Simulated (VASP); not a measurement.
Wanted: the native input for a VASP 6.6.1 run.

```yaml
Task: single point
Functional: LDA
Potentials_or_basis: VASP PAW LDA potentials, release 64 (As)
Cutoff: 520 eV
k_mesh: 14 × 14 × 4
Occupations: fermi-dirac, width 0.1 eV
Spin: no spin polarisation
Dipole_correction: no
Further_INCAR_settings: ALGO = Normal; EDIFF = 1e-06; NBANDS = 18
```

The structure of As lies in POSCAR:

```
As
1.0
    2.8775604122      0.0000000000      0.0000000000
   -1.4387802061      2.4920404179      0.0000000000
    0.0000000000      0.0000000000      9.7031900707
As
4
Direct
    1.0000000000      1.0000000000      1.0000000000
    1.0000000000      0.0000000000      0.5000000000
    0.3333333333      0.6666666667      0.2500000000
    0.6666666667      0.3333333333      0.7500000000
```

This cell differs from its parent crystal: volume scaled by 0.96.

The input as run:

INCAR

```
  PREC = Accurate
  ENCUT = 520
  EDIFF = 1E-6
  ISMEAR = -1
  SIGMA = 0.1
  LREAL = F
  LASPH = T
  NELM = 100
  ALGO = Normal
  ISIF = 2
  LWAVE = F
  LCHARG = T
  GGA = CA
  LELF = T
  LVHAR = T
  NBANDS = 18
```

KPOINTS

```
regular mesh
0
Gamma
  14 14 4
```

Potentials or basis: VASP PAW LDA potentials, release 64 (As).

Run with:

```sh
$ cat potpaw_LDA.64/As/POTCAR > POTCAR
$ mpirun -np 1 vasp_std > vasp.out
```

It gave:

```
Pressure               : 4.4 GPa
Band gap on the k mesh : zero (band 10 reaches 13.25 eV, above the bottom of band 11 at 4.75 eV)
```

It took 23 s on 1 thread of Intel(R) Xeon(R) 6975P-C (Granite Rapids) (shared host), peak memory 0.2 GiB.
